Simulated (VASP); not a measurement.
# Si2Mo (I4/mmm) in VASP: further runs

Si2Mo is run at these levels: PBEsol; tasks: single point.

All numbers are computed with VASP 6.6.1; they aren't measurements. Logs are shortened: lines on timing, memory, paths and dates and some standing lists are left out, and cuts for length are marked.

### Step 1. The cell of the first run

It takes space group I4/mmm (No. 139, tetragonal). Conventional cell: a = 3.069 Å, b = 3.069 Å, c = 7.584 Å, α = 90.00°, β = 90.00°, γ = 90.00°. Within 3.3 Å of Mo (site symmetry 4/mmm) lie 10 Si at 2.51 to 2.53 Å and 4 Mo at 3.07 Å. Within 3.3 Å of Si (site symmetry 4mm) lie 5 Mo at 2.51 to 2.53 Å and 9 Si at 2.51 to 3.07 Å.

### Step 2. Single point, PBEsol

The input, INCAR:

```
ALGO = Normal ; EDIFF = 1E-6
ENCUT = 520 ; GGA = PS
ISIF = 2 ; ISMEAR = -1
LASPH = T ; LCHARG = T
LELF = T ; LREAL = F
LVHAR = T ; LWAVE = F
NBANDS = 18 ; NELM = 100
PREC = Accurate ; SIGMA = 0.05
```

The input, KPOINTS:

```
k-points
0
Gamma
  12 12 12
```

The input, POSCAR:

```
Si2Mo
1.0
   -1.5343522105      1.5343522105      3.7921474592
    1.5343522105     -1.5343522105      3.7921474592
    1.5343522105      1.5343522105     -3.7921474592
Mo Si
1 2
Direct
    0.0000000000      0.0000000000      0.0000000000
    0.6664012166      0.6664012166      0.0000000000
    0.3335987834      0.3335987834      0.0000000000
```

Potentials or basis: VASP PAW PBE potentials, release 64 (Mo_sv, Si).

On the command line:

```console
cat potpaw_PBE.64/Mo_sv/POTCAR potpaw_PBE.64/Si/POTCAR > POTCAR
mpirun -np 1 vasp_std > vasp.out
```

OUTCAR:

```text
EDIFF = 1E-6
   ENCUT = 520
   GGA = PS
   ISIF = 2
   ISMEAR = -1
   LASPH = T
   LREAL = F
   NELM = 100
   PREC = Accurate

 ion  position               nearest neighbor table
   1  0.000  0.000  0.000-   2 2.51   3 2.51   2 2.51   3 2.51   2 2.51   3 2.51   3 2.51   2 2.51
                             2 2.53   3 2.53
   2  0.666  0.666  0.000-   1 2.51   1 2.51   1 2.51   1 2.51   3 2.51   3 2.51   3 2.51   3 2.51
                             3 2.52   1 2.53
   3  0.334  0.334  0.000-   1 2.51   1 2.51   1 2.51   1 2.51   2 2.51   2 2.51   2 2.51   2 2.51
                             2 2.52   1 2.53

  LATTYP: Found a body centered tetragonal cell.
 ALAT       =     3.0687044210
 C/A-ratio  =     2.4714973741

  Lattice vectors:

 A1 = (  -1.5343522105,   1.5343522105,   3.7921474592)
 A2 = (   1.5343522105,  -1.5343522105,   3.7921474592)
 A3 = (   1.5343522105,   1.5343522105,  -3.7921474592)

Analysis of symmetry for initial positions (statically):
=====================================================================
 Subroutine PRICEL returns:
 Original cell was already a primitive cell.

 Routine SETGRP: Setting up the symmetry group for a
 body centered tetragonal supercell.

 Subroutine GETGRP returns: Found 16 space group operations
 (whereof 16 operations were pure point group operations)
 out of a pool of 16 trial point group operations.

The static configuration has the point symmetry D_4h.

Analysis of symmetry for dynamics (positions and initial velocities):
=====================================================================
 Subroutine PRICEL returns:
 Original cell was already a primitive cell.

 Routine SETGRP: Setting up the symmetry group for a
 body centered tetragonal supercell.

 Subroutine GETGRP returns: Found 16 space group operations
 (whereof 16 operations were pure point group operations)
 out of a pool of 16 trial point group operations.

The dynamic configuration has the point symmetry D_4h.

 Subroutine INISYM returns: Found 16 space group operations
 (whereof 16 operations are pure point group operations),
 and found     1 'primitive' translations

----------------------------------------------------------------------------------------

                                     Primitive cell

  volume of cell :      35.7105

  direct lattice vectors                    reciprocal lattice vectors
    -1.534352211  1.534352211  3.792147459     0.000000000  0.325870420  0.131851413
     1.534352211 -1.534352211  3.792147459     0.325870420  0.000000000  0.131851413
     1.534352211  1.534352211 -3.792147459     0.325870420  0.325870420  0.000000000

  length of vectors
     4.369079510  4.369079510  4.369079510     0.351534246  0.351534246  0.460850368

  position of ions in fractional coordinates (direct lattice)
     0.000000000  0.000000000  0.000000000
     0.666401217  0.666401217  0.000000000
     0.333598783  0.333598783  0.000000000

  ion indices of the primitive-cell ions
   primitive index   ion index
                 1           1
                 2           2
                 3           3

----------------------------------------------------------------------------------------

 KPOINTS: k-points

Automatic generation of k-mesh.
 Grid dimensions read from file:
 generate k-points for:   12   12   12

 Generating k-lattice:

  Cartesian coordinates                     Fractional coordinates (reciprocal lattice)
     0.000000000  0.027155868  0.010987618     0.083333333  0.000000000  0.000000000
     0.027155868  0.000000000  0.010987618     0.000000000  0.083333333  0.000000000
     0.027155868  0.027155868  0.000000000     0.000000000  0.000000000  0.083333333

  Length of vectors
     0.029294520  0.029294520  0.038404197

  Shift w.r.t. Gamma in fractional coordinates (k-lattice)
     0.000000000  0.000000000  0.000000000

 Subroutine IBZKPT returns following result:
 ===========================================

 Found    163 irreducible k-points:

 Following reciprocal coordinates:
            Coordinates               Weight
  0.000000  0.000000  0.000000      1.000000
  0.083333 -0.000000  0.000000      8.000000
  0.166667 -0.000000  0.000000      8.000000
  0.250000 -0.000000  0.000000      8.000000
  0.333333 -0.000000  0.000000      8.000000
  0.416667 -0.000000  0.000000      8.000000
[... 16 lines left out ...]
  0.500000  0.166667  0.000000     16.000000
 -0.416667  0.166667 -0.000000     16.000000
 [... further k-points ...]
   k-points           NKPTS =    163   k-points in BZ     NKDIM =    163   number of bands    NBANDS=     18
   number of dos      NEDOS =    301   number of ions     NIONS =      3
   total plane-waves  NPLWV =  32768
   dimension x,y,z NGX =    32 NGY =   32 NGZ =   32
   dimension x,y,z NGXF=    64 NGYF=   64 NGZF=   64
   ions per type =               1   2
   NGX,Y,Z   is equivalent  to a cutoff of  12.18, 12.18, 12.18 a.u.
   NGXF,Y,Z  is equivalent  to a cutoff of  24.35, 24.35, 24.35 a.u.
 SYSTEM =  unknown system
   PREC   = accura    normal or accurate (medium, high low for compatibility)
   ISTART =      0    job   : 0-new  1-cont  2-samecut
   ICHARG =      2    charge: 1-file 2-atom 10-const
   ISPIN  =      1    spin polarized calculation?
   LNONCOLLINEAR =      F non collinear calculations
   LSORBIT =      F    spin-orbit coupling
   LASPH  =      T    aspherical Exc in radial PAW
   ENCUT  =  520.0 eV  38.22 Ry    6.18 a.u.   8.12  8.12  8.12*2*pi/ulx,y,z
   NELM   =    100;   NELMIN=  2; NELMDL= -5     # of ELM steps
   EDIFF  = 0.1E-05   stopping-criterion for ELM
   LREAL  =      F    real-space projection
   EDIFFG = 0.1E-04   stopping-criterion for IOM
   NSW    =      0    number of steps for IOM
   IBRION =     -1    ionic relax: 0-MD 1-quasi-New 2-CG
   NFREE  =      0    steps in history (QN), initial steepest desc. (CG)
   ISIF   =      2    stress and relaxation
   ISYM   =      2    0-nonsym 1-usesym 2-fastsym
   POTIM  = 0.5000    time-step for ionic-motion
   TEBEG  =    0.0;   TEEND  =   0.0 temperature during run
   PSTRESS=    0.0 pullay stress
   NELECT =      22.0000    total number of electrons
   NUPDOWN=      -1.0000    fix difference up-down
   EMIN   =  10.00;   EMAX   =-10.00  energy-range for DOS
   EFERMI =   0.00;   METHOD = LEGACY
   ISMEAR =    -1;   SIGMA  =   0.05  broadening in eV -4-tet -1-fermi 0-gaus
   EFERMI_NEDOS =   21; number of points for ismear=-14 and -15
   IALGO  =     38    algorithm
   IMIX   =      4    mixing-type and parameters
     AMIX     =   0.40;   BMIX     =  1.00
     AMIX_MAG =   1.60;   BMIX_MAG =  1.00
  volume/ion in A,a.u.               =      11.90        80.33
  Fermi-wavevector in a.u.,A,eV,Ry     =   1.392998  2.632385 26.401350  1.940445
  Thomas-Fermi vector in A             =   2.516687
   LORBIT       =      0    0 simple, 1 ext, 2 COOP (PROOUT), +10 PAW based schemes
   GGA     = PS    functional components
   LHFCALC =     F    Hartree Fock is set to
   AEXX    =    0.0000 exact exchange contribution
   IVDW    =     0    specifies the selected vdW correction
   LEPSILON=     F    determine dielectric tensor
   LRPA    =     F    only Hartree local field effects (RPA)
 non-spin polarized calculation
  energy-cutoff  :      520.00
  volume of cell :       35.71
 maximum number of plane-waves:       975
   NGX = 17   NGY = 17   NGZ = 17

 number of electron      22.0000001 magnetization

 Free energy of the ion-electron system (eV)
  ---------------------------------------------------
  ext. energy  EPLUGINS =         0.00000000
  ---------------------------------------------------
  free energy    TOTEN  =       -24.71934591 eV

  energy without entropy =      -24.71728250  energy(sigma->0) =      -24.71831420

 E-fermi :  14.0791     XC(G=0): -13.0865

 val. band max:       14.0146295086   @ k =  -0.3333  -0.4167   0.3333
 cond. band min:      14.1257847565   @ k =   0.0833  -0.0000   0.0000
 fundamental gap:      0.1111552478
 Fermi energy:        14.0790556365

 k-point     1 :       0.0000    0.0000    0.0000
  band No.  band energies     occupation
      1     -46.4225      2.00000
      2     -20.7173      2.00000
      3     -20.5334      2.00000
      4     -20.5334      2.00000
      5      -0.3392      2.00000
      6       6.8960      2.00000
[... 10 lines left out ...]
     17      19.8496      0.00000
     18      19.8496      0.00000

 k-point     2 :       0.0833   -0.0000    0.0000
  band No.  band energies     occupation
      1     -46.4202      2.00000
      2     -20.7151      2.00000
      3     -20.5621      2.00000
      4     -20.5307      2.00000
      5      -0.1975      2.00000
      6       6.9385      2.00000
[... 10 lines left out ...]
     17      19.9617      0.00000
     18      20.5965      0.00000

 k-point     3 :       0.1667   -0.0000    0.0000
  band No.  band energies     occupation
      1     -46.4140      2.00000
      2     -20.7093      2.00000
      3     -20.6398      2.00000
      4     -20.5234      2.00000
      5       0.2183      2.00000
      6       7.0016      2.00000
[... 10 lines left out ...]
     17      20.7154      0.00000
     18      22.0082      0.00000

 k-point     4 :       0.2500   -0.0000    0.0000
  band No.  band energies     occupation
      1     -46.4055      2.00000
      2     -20.7452      2.00000
      3     -20.7004      2.00000
      4     -20.5134      2.00000
      5       0.8815      2.00000
      6       6.7873      2.00000
[... 375 lines left out ...]
      4     -20.5954      2.00000
      5       3.3740      2.00000
      6       5.0142      2.00000
[... 10 lines left out ...]
     17      22.1339      0.00000
     18      23.7629      0.00000

 k-point    23 :       0.5000    0.1667    0.0000
  band No.  band energies     occupation
      1     -46.3805      2.00000
      2     -20.9319      2.00000
      3     -20.6724      2.00000
      4     -20.5920      2.00000
      5       3.9553      2.00000
      6       4.4068      2.00000
[... 10 lines left out ...]
     17      22.2998      0.00000
     18      23.6159      0.00000

 k-point    24 :      -0.4167    0.1667   -0.0000
  band No.  band energies     occupation
      1     -46.3828      2.00000
      2     -20.9053      2.00000
      3     -20.6725      2.00000
      4     -20.5950      2.00000
      5       2.9016      2.00000
      6       5.4652      2.00000
[... 10 lines left out ...]
     17      22.0919      0.00000
     18      23.2264      0.00000

 [... further k-points ...]

------------------------ aborting loop because EDIFF is reached ----------------------------------------

  FORCE on cell =-STRESS in cart. coord.  units (eV):
  Direction    XX          YY          ZZ          XY          YZ          ZX
  --------------------------------------------------------------------------------------
  -------------------------------------------------------------------------------------
  Total        6.8014423      6.8014423      6.8038071      0.0000000      0.0000000      0.0000000
  in kB      305.1520311    305.1520311    305.2581284      0.0000000      0.0000000      0.0000000
  external PRESSURE =     305.1873968 kB  Pullay stress =       0.0000000 kB

 VOLUME and BASIS-vectors are now :
 -----------------------------------------------------------------------------
  energy-cutoff  :      520.00
  volume of cell :       35.71
      direct lattice vectors                 reciprocal lattice vectors
    -1.534352211  1.534352211  3.792147459     0.000000000  0.325870420  0.131851413
     1.534352211 -1.534352211  3.792147459     0.325870420  0.000000000  0.131851413
     1.534352211  1.534352211 -3.792147459     0.325870420  0.325870420  0.000000000

 POSITION                                       TOTAL-FORCE (eV/Angst)
 -----------------------------------------------------------------------------------
      0.00000      0.00000      0.00000         0.000000      0.000000      0.000000
      0.00000      0.00000      5.05418         0.000000      0.000000      0.008332
      0.00000      0.00000      2.53011        -0.000000     -0.000000     -0.008332
 -----------------------------------------------------------------------------------
    total drift:                                0.000000     -0.000000     -0.000000

  FREE ENERGIE OF THE ION-ELECTRON SYSTEM (eV)
  ---------------------------------------------------
  free  energy   TOTEN  =       -24.7193459061 eV

  energy  without entropy=      -24.7172825000  energy(sigma->0) =      -24.71831420
```

Wall time 59 s (1 thread of AMD EPYC 9R45 (Zen 5), shared host); peak memory 0.22 GiB.

What came out:

```yaml
Free_energy: -24.7193 eV
Pressure: 30.5 GPa
Largest_force: 0.008 eV/Å
Band_gap_on_the_k_mesh: zero (bands 11 and 12 overlap by 1.04 eV)
```

Forces on the atoms (eV/Å):
```
Mo   0.000  0.000  0.000
Si   0.000  0.000  0.008
Si   0.000  0.000 -0.008
```

Caveat: the cell stands under pressure; the PAW data sets were made with another functional, which shifts forces and pressure a little.

### Step 3. Single point, PBEsol

This run uses another cell than the first one, of 12.28 Å³/atom.

The input, INCAR:

```
SYSTEM = Si2Mo
ALGO     = Normal         ! electronic algorithm
EDIFF    = 1E-7           ! SCF threshold, eV
ENCUT    = 520            ! plane-wave cutoff, eV
GGA      = PS             ! functional
ISIF     = 2              ! what is computed and relaxed
ISMEAR   = -1             ! smearing method
LASPH    = .TRUE.         ! aspherical terms in the spheres
LCHARG   = .TRUE.         ! write CHGCAR
LELF     = .TRUE.         ! ELF
LREAL    = .FALSE.        ! projectors in reciprocal space
LVHAR    = .TRUE.       
LWAVE    = .FALSE.        ! write WAVECAR
NBANDS   = 18             ! bands
NELM     = 60             ! most SCF steps
PREC     = Accurate       ! precision mode
SIGMA    = 0.05           ! smearing width, eV
```

The input, KPOINTS:

```
k-points
0
G
  12 12 12
  0 0 0
```

The input, POSCAR:

```
Si2Mo
1.0
   -1.5516263910      1.5516263910      3.8253721171
    1.5516263910     -1.5516263910      3.8253721171
    1.5516263910      1.5516263910     -3.8253721171
Mo Si
1 2
Direct
    0.0000000000      0.0000000000      0.0000000000
    0.6660211595      0.6660211595      0.0000000000
    0.3339788405      0.3339788405      0.0000000000
```

Potentials or basis: VASP PAW PBE potentials, release 64 (Mo_sv, Si).

On the command line:

```console
cat potpaw_PBE.64/Mo_sv/POTCAR potpaw_PBE.64/Si/POTCAR > POTCAR
mpirun -np 1 vasp_std > vasp.out
```

Run time: 1.9 min. Hardware: 1 thread of AMD EPYC 9R45 (Zen 5), shared host; peak memory 0.24 GiB.

It converged, with:

```yaml
Free_energy: -24.8987 eV
Pressure: 20.5 GPa
Largest_force: 0.006 eV/Å
Band_gap_on_the_k_mesh: zero (bands 11 and 12 overlap by 1.02 eV)
```

Forces on the atoms (eV/Å):
```
Mo   0.000  0.000  0.000
Si   0.000  0.000  0.006
Si   0.000  0.000 -0.006
```

Levels at points of the mesh, in eV from the Fermi level:
```csv
k point,band 9,band 10,band 11,band 12,band 13,band 14
"(0.00, 0.00, 0.00)",-2.88,-2.88,0.45,2.78,3.73,3.89
"(0.50, 0.00, 0.00)",-2.95,-2.80,-0.63,2.59,3.26,4.38
"(0.50, 0.50, 0.00)",-4.81,-3.48,-1.16,2.65,3.13,3.40
"(0.50, 0.50, 0.50)",-0.67,-0.67,-0.45,-0.45,0.61,4.97
```

Caveat: the cell stands under pressure; the PAW data sets were made with another functional, which shifts forces and pressure a little.

### Step 4. Single point, PBEsol

This run uses another cell than the first one, of 12.72 Å³/atom.

The input, INCAR:

```
PREC = Accurate
ENCUT = 520
EDIFF = 1E-7
ISMEAR = -1
SIGMA = 0.05
LREAL = F
LASPH = T
NELM = 80
ALGO = Normal
ISIF = 2
LWAVE = F
LCHARG = T
GGA = PS
LELF = T
LVHAR = T
NBANDS = 18
```

The input, KPOINTS:

```
Automatic mesh
0
Gamma
  12 12 12
```

The input, POSCAR:

```
Si2Mo
1.0
   -1.5715223386      1.5715223386      3.8642222952
    1.5715223386     -1.5715223386      3.8642222952
    1.5715223386      1.5715223386     -3.8642222952
Mo Si
1 2
Direct
    0.0000000000      0.0000000000      0.0000000000
    0.6655769486      0.6655769486      0.0000000000
    0.3344230514      0.3344230514      0.0000000000
```

On the command line:

```console
cat potpaw_PBE.64/Mo_sv/POTCAR potpaw_PBE.64/Si/POTCAR > POTCAR
mpirun -np 1 vasp_std > vasp.out
```

It took 2 min on 1 thread of AMD EPYC 9R45 (Zen 5), shared host; peak memory 0.24 GiB.

Results (log left out):

```yaml
Free_energy: -25.0266 eV
Pressure: 10.4 GPa
Band_gap_on_the_k_mesh: zero (bands 11 and 12 overlap by 0.99 eV)
```

Levels at points of the mesh, in eV from the Fermi level:
```
           k point  band 7  band 8  band 9  band 10  band 11  band 12  band 13  band 14  band 15  band 16
(0.00, 0.00, 0.00)   -3.37   -3.34   -2.77    -2.77     0.42     2.95     3.49     3.74     3.74     4.33
(0.50, 0.00, 0.00)   -5.19   -4.64   -2.79    -2.70    -0.57     2.45     3.20     4.32     4.47     5.60
(0.50, 0.50, 0.00)   -5.89   -5.18   -4.66    -3.30    -1.18     2.51     2.97     3.30     3.46     4.80
(0.50, 0.50, 0.50)   -3.86   -2.39   -0.63    -0.63    -0.45    -0.45     0.57     4.88     5.77     6.00
```

Caveat: the cell stands under pressure; the PAW data sets were made with another functional, which shifts forces and pressure a little.

### Step 5. Summary

| cell | gap on the mesh (eV) | pressure (GPa) | largest force (eV/Å) |
| --- | --- | --- | --- |
| a = 4.369 Å, angles 138.9, 138.9, 59.6°, 3 atoms | none | 30.5 | 0.01 |
| a = 4.410 Å, angles 138.8, 138.8, 59.7°, 3 atoms | none | 20.5 | 0.01 |
| a = 4.458 Å, angles 138.7, 138.7, 59.8°, 3 atoms | none | 10.4 | - |

Alike in all rows: task single point; level PBEsol; potentials or basis VASP PAW PBE potentials, release 64 (Mo_sv, Si); no spin polarisation; k mesh 12 × 12 × 12; cutoff (eV) 520; smearing fermi-dirac 0.05 eV.

Caveats: the cell stands under pressure; the PAW data sets were made with another functional, which shifts forces and pressure a little.

Total energies depend on the potentials used, so only differences within one code and one set of settings carry meaning.
